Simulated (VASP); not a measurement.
TiAl, 2 atoms in the cell. Symmetry: P4/mmm, No. 123, tetragonal system. The conventional cell has a = 3.156 Å, b = 3.156 Å, c = 3.337 Å, α = 90.00°, β = 90.00°, γ = 90.00°. Ti (site symmetry 4/mmm) has 8 Al at 2.79 Å and 6 Ti at 3.16 to 3.34 Å within 3.7 Å. Al (site symmetry 4/mmm) has 8 Ti at 2.79 Å and 6 Al at 3.16 to 3.34 Å within 3.7 Å. 

- Program: VASP 6.6.1
- Task: single point
- Functional: LDA
- Potentials or basis: VASP PAW LDA potentials, release 64 (Ti_sv, Al)
- Cutoff: 520 eV
- k mesh: 16 × 16 × 16
- Occupations: gaussian, width 0.15 eV
- Spin: no spin polarisation
- Dipole correction: no
- Further INCAR settings: ALGO = Fast; EDIFF = 1e-06; NBANDS = 14

Potentials or basis: VASP PAW LDA potentials, release 64 (Ti_sv, Al).

Run with:

```console
$ cat potpaw_LDA.64/Ti_sv/POTCAR potpaw_LDA.64/Al/POTCAR > POTCAR
$ mpirun -np 1 vasp_std > vasp.out
```

Hardware: 1 thread of Intel(R) Xeon(R) 6975P-C (Granite Rapids), on a shared host.

How long does it take, and how much memory?

Wall time 95 s on 1 thread of Intel(R) Xeon(R) 6975P-C (Granite Rapids), with other jobs on the host, peak memory 0.29 GiB. Counts: scf iterations 25, k points 405.
